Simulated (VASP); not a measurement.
# ZnGe3 (Pm-3m) in VASP: vibrations by perturbation theory with PBE

Aim: the vibrations by perturbation theory of ZnGe3 with PBE.

Everything below comes from runs of VASP 6.6.1. Logs are shortened: lines on timing, memory, paths and dates and some standing lists are left out, and cuts for length are marked.

## Step 1: The cell of the first run

The structure is cubic, space group Pm-3m (No. 221). Conventional cell: a = 4.222 Å, b = 4.222 Å, c = 4.222 Å, α = 90.00°, β = 90.00°, γ = 90.00°. Zn (site symmetry m-3m) has 12 Ge at 2.99 Å within 3.9 Å. Ge (site symmetry 4/mmm) has 4 Zn at 2.99 Å and 8 Ge at 2.99 Å within 3.9 Å.

## Step 2: Vibrations by perturbation theory, PBE

Input file INCAR:

```
PREC     = Accurate       # precision mode
ENCUT    = 520            # plane-wave cutoff, eV
EDIFF    = 1E-8           # SCF threshold, eV
ISMEAR   = 0              # smearing method
SIGMA    = 0.15           # smearing width, eV
LREAL    = False          # projectors in reciprocal space
LASPH    = True           # aspherical terms in the spheres
NELM     = 100            # most SCF steps
ALGO     = Normal         # electronic algorithm
ISIF     = 2              # what is computed and relaxed
LWAVE    = False          # write WAVECAR
LCHARG   = False          # write CHGCAR
GGA      = PE             # functional
IBRION   = 8              # ionic algorithm
NSW      = 1              # ionic steps
```

Input file KPOINTS:

```
Automatic mesh
0
Gamma
  7 7 7
```

Input file POSCAR:

```
ZnGe3
1.0
    4.2223630000      0.0000000000      0.0000000000
    0.0000000000      4.2223630000      0.0000000000
    0.0000000000      0.0000000000      4.2223630000
Zn Ge
1 3
Direct
    0.0000000000      0.0000000000      0.0000000000
    0.0000000000      0.5000000000      0.5000000000
    0.5000000000      0.0000000000      0.5000000000
    0.5000000000      0.5000000000      0.0000000000
```

Potentials or basis: VASP PAW PBE potentials, release 64 (Zn, Ge_d).

Run with:

```sh
$ cat potpaw_PBE.64/Zn/POTCAR potpaw_PBE.64/Ge_d/POTCAR > POTCAR
$ mpirun -np 1 vasp_std > vasp.out
```

OUTCAR:

```text
PREC = Accurate
   ENCUT = 520
   EDIFF = 1E-8
   ISMEAR = 0
   LREAL = False
   LASPH = True
   NELM = 100
   ISIF = 2
   GGA = PE
   IBRION = 8
   NSW = 1

 ion  position               nearest neighbor table
   1  0.000  0.000  0.000-
   2  0.000  0.500  0.500-
   3  0.500  0.000  0.500-
   4  0.500  0.500  0.000-

  LATTYP: Found a simple cubic cell.
 ALAT       =     4.2223630000

  Lattice vectors:

 A1 = (   4.2223630000,   0.0000000000,   0.0000000000)
 A2 = (   0.0000000000,   4.2223630000,   0.0000000000)
 A3 = (   0.0000000000,   0.0000000000,   4.2223630000)

Analysis of symmetry for initial positions (statically):
=====================================================================
 Subroutine PRICEL returns:
 Original cell was already a primitive cell.

 Routine SETGRP: Setting up the symmetry group for a
 simple cubic supercell.

 Subroutine GETGRP returns: Found 48 space group operations
 (whereof 48 operations were pure point group operations)
 out of a pool of 48 trial point group operations.

The static configuration has the point symmetry O_h .

Analysis of symmetry for dynamics (positions and initial velocities):
=====================================================================
 Subroutine PRICEL returns:
 Original cell was already a primitive cell.

 Routine SETGRP: Setting up the symmetry group for a
 simple cubic supercell.

 Subroutine GETGRP returns: Found 48 space group operations
 (whereof 48 operations were pure point group operations)
 out of a pool of 48 trial point group operations.

[... 890 lines left out ...]

[... ionic steps 2 to 3 ...]

--------------------------------------- Ionic step        4  -------------------------------------------

------------------------ aborting loop because EDIFF is reached ----------------------------------------

[... ionic steps 5 to 6 ...]

--------------------------------------- Ionic step        7  -------------------------------------------

------------------------ aborting loop because EDIFF is reached ----------------------------------------

--------------------------------------- Ionic step        8  -------------------------------------------

 Free energy of the ion-electron system (eV)
  ---------------------------------------------------
  ---------------------------------------------------
  free energy    TOTEN  =        -0.19726168 eV

  energy without entropy =       -0.19726169

------------------------ aborting loop because EDIFF is reached ----------------------------------------

 INTERNAL STRAIN TENSOR  FOR ION    2  DIRECTION 2   (eV/Angst):
 -----------------------------------------------------------------------------
     0.01288  0.00000  0.00000
     0.00000 -0.04916  0.00000
     0.00000  0.00000  0.02668

 INTERNAL STRAIN TENSOR FOR ION    4 for displacements in x,y,z  (eV/Angst):
          X           Y           Z          XY          YZ          ZX
  --------------------------------------------------------------------------------
  x     0.00000     0.00000     0.00000     0.00000     0.00000     0.00000
  y     0.00000     0.00000     0.00000     0.00000     0.00000     0.00000
  z     0.00000     0.00000     0.00000     0.00000     0.00000     0.00000

 SECOND DERIVATIVES (NOT SYMMETRIZED)
 ------------------------------------
               1X          1Y          1Z          2X          2Y          2Z          3X          3Y          3Z          4X          4Y          4Z
  1X    -1.090688    0.000000    0.000000   -0.800889   -0.000000   -0.000000    0.945789    0.000000   -0.000000    0.945789    0.000000    0.000000
  1Y     0.000000   -1.090688    0.000000    0.000000    0.945789   -0.000000   -0.000000   -0.800889   -0.000000    0.000000    0.945789   -0.000000
  1Z    -0.000000   -0.000000   -1.090688    0.000000   -0.000000    0.945789   -0.000000    0.000000    0.945789   -0.000000   -0.000000   -0.800889
  2X    -0.814575    0.000000    0.000000    0.268459   -0.000000    0.000000    0.273058   -0.000000    0.000000    0.273058    0.000000    0.000000
  2Y     0.000000    0.931866    0.000000    0.000000   -0.095889    0.000000    0.000000    0.272098    0.000000    0.000000   -1.108076    0.000000
  2Z     0.000000    0.000000    0.931866    0.000000    0.000000   -0.095889    0.000000    0.000000   -1.108076    0.000000    0.000000    0.272098
  3X     0.931866    0.000000    0.000000    0.272098    0.000000    0.000000   -0.095889    0.000000    0.000000   -1.108076    0.000000    0.000000
  3Y     0.000000   -0.814575    0.000000   -0.000000    0.273058    0.000000   -0.000000    0.268459    0.000000    0.000000    0.273058    0.000000
  3Z     0.000000    0.000000    0.931866    0.000000    0.000000   -1.108076    0.000000    0.000000   -0.095889    0.000000    0.000000    0.272098
  4X     0.931866    0.000000    0.000000    0.272098    0.000000    0.000000   -1.108076    0.000000    0.000000   -0.095889    0.000000    0.000000
  4Y     0.000000    0.931866    0.000000    0.000000   -1.108076    0.000000    0.000000    0.272098    0.000000    0.000000   -0.095889    0.000000
  4Z     0.000000    0.000000   -0.814575    0.000000    0.000000    0.273058    0.000000    0.000000    0.273058    0.000000   -0.000000    0.268459

 Eigenvectors and eigenvalues of the dynamical matrix
 ----------------------------------------------------

   1 f  =    3.099692 THz    19.475937 2PiTHz  103.394584 cm-1    12.819289 meV
             X         Y         Z           dx          dy          dz
      0.000000  0.000000  0.000000    -0.001426    0.037189    0.700644
      0.000000  2.111181  2.111181    -0.000554   -0.024676   -0.464887
      2.111181  0.000000  2.111181     0.000946    0.014443   -0.464887
      2.111181  2.111181  0.000000     0.000946   -0.024676    0.272111
[... 71 lines left out ...]
  12 f/i=    1.845793 THz    11.597456 2PiTHz   61.569011 cm-1     7.633581 meV
             X         Y         Z           dx          dy          dz
      0.000000  0.000000  0.000000     0.000000    0.000000    0.000000
      0.000000  2.111181  2.111181     0.000000   -0.607657    0.312072
      2.111181  0.000000  2.111181    -0.182659   -0.000000   -0.312072
      2.111181  2.111181  0.000000     0.182659    0.607657   -0.000000

--------------------------------------------------------------------------------------------------------

 ELASTIC MODULI CONTR FROM IONIC RELAXATION (kBar)
 Direction    XX          YY          ZZ          XY          YZ          ZX
 --------------------------------------------------------------------------------
 XX           0.0000      0.0000      0.0000      0.0000      0.0000      0.0000
 YY           0.0000      0.0000      0.0000      0.0000      0.0000      0.0000
 ZZ           0.0000      0.0000      0.0000      0.0000      0.0000      0.0000
 XY           0.0000      0.0000      0.0000      0.0000      0.0000      0.0000
 YZ           0.0000      0.0000      0.0000      0.0000      0.0000      0.0000
 ZX           0.0000      0.0000      0.0000      0.0000      0.0000      0.0000
 --------------------------------------------------------------------------------
```

OSZICAR:

```text
N       E                     dE             d eps       ncg     rms          rms(c)
DAV:   1     0.424463115212E+03    0.42446E+03   -0.27768E+04  1488   0.453E+03
DAV:   2     0.578546469375E+02   -0.36661E+03   -0.36124E+03  1280   0.800E+02
DAV:   3    -0.104556031950E+02   -0.68310E+02   -0.67677E+02  1488   0.210E+02
DAV:   4    -0.137123338915E+02   -0.32567E+01   -0.32454E+01  1424   0.519E+01
[... 66 lines left out ...]
RMM:  14    -0.197261599734E+00   -0.50465E-07   -0.24767E-07  7712   0.758E-05    0.431E-06
RMM:  15    -0.197261619728E+00   -0.19994E-07   -0.19097E-07  6996   0.495E-05    0.353E-06
RMM:  16    -0.197261647575E+00   -0.27847E-07   -0.11702E-07  7049   0.333E-05    0.221E-06
RMM:  17    -0.197261677282E+00   -0.29706E-07   -0.74971E-08  7333   0.232E-05    0.183E-07
RMM:  18    -0.197261680644E+00   -0.33617E-08   -0.44848E-08  5126   0.152E-05    0.285E-07
 Linear response finished
```

stdout:

```text
POSCAR found type information on POSCAR ZnGe
 POSCAR found :  2 types and       4 ions
 scaLAPACK will be used
 LDA part: xc-table for (Slater+PW92), standard interpolation
 POSCAR, INCAR and KPOINTS ok, starting setup
 FFT: planning ... GRIDC
 FFT: planning ... GRID_SOFT
 FFT: planning ... GRID
 WAVECAR not read
 entering main loop
 Linear response reoptimize wavefunctions to high precision
 Linear response DOF=           3
 Linear response progress:
 first order change of Fermi-energy   0.31975E-04
 force on displaced ion       1 direction 1 :  -1.091  -0.000   0.000
 Linear response progress:
 first order change of Fermi-energy   0.14835E-03
 force on displaced ion       2 direction 1 :   0.268   0.000   0.000
 Linear response progress:
 first order change of Fermi-energy  -0.37031E-04
 force on displaced ion       2 direction 2 :   0.000  -0.096   0.000
 Linear response finished
```

It took 6.4 min on 1 thread of Intel Xeon Platinum 8375C at 2.90GHz (Ice Lake), shared host; peak memory 0.43 GiB.

What came out:

```yaml
Highest_phonon_frequency_at_Γ: 103 cm⁻¹
Most_unstable_mode: 62i cm⁻¹
```

Phonon frequencies in cm⁻¹ (negative: imaginary):
```tsv
q point	frequencies
(0.000, 0.000, 0.000)	-62 -62 -62 -51 -51 -51 0 0 0 103 103 103
```

Caveat: some modes are imaginary.
